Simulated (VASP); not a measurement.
SnGe2, 6 atoms in the cell. It takes space group P2_1/m (No. 11, monoclinic). Conventional cell: a = 5.734 Å, b = 3.157 Å, c = 7.689 Å, α = 90.00°, β = 104.29°, γ = 90.00°. Sn (site symmetry m) has 4 Ge at 2.88 to 3.09 Å and 4 Sn at 3.16 to 3.34 Å within 3.8 Å. Within 3.5 Å of Ge (site symmetry m) lie 7 Ge at 2.65 to 3.16 Å and 1 Sn at 2.88 Å. Ge (site symmetry m) has 5 Ge at 2.65 to 3.16 Å and 3 Sn at 2.92 to 3.09 Å within 3.5 Å. 

```yaml
Program: VASP 6.6.1
Task: single point
Functional: PBE
Potentials_or_basis: VASP PAW PBE potentials, release 64 (Sn_d, Ge_d)
Cutoff: 520 eV
k_mesh: 4 × 6 × 2
Occupations: gaussian, width 0.1 eV
Spin: no spin polarisation
Dipole_correction: no
Further_INCAR_settings: ALGO = Normal; EDIFF = 1e-07; NBANDS = 51
```

Potentials or basis: VASP PAW PBE potentials, release 64 (Sn_d, Ge_d).

Command:

```console
$ cat potpaw_PBE.64/Sn_d/POTCAR potpaw_PBE.64/Ge_d/POTCAR > POTCAR
$ mpirun -np 1 vasp_std > vasp.out
```

Hardware: 1 thread of Intel(R) Xeon(R) 6975P-C (Granite Rapids), with other jobs on the host.

Q: How long does it take, and how much memory?

A: Run time: 99 s on 1 thread of Intel(R) Xeon(R) 6975P-C (Granite Rapids), with other jobs on the host, peak memory 0.31 GiB. Counts: scf iterations 15, k points 24.
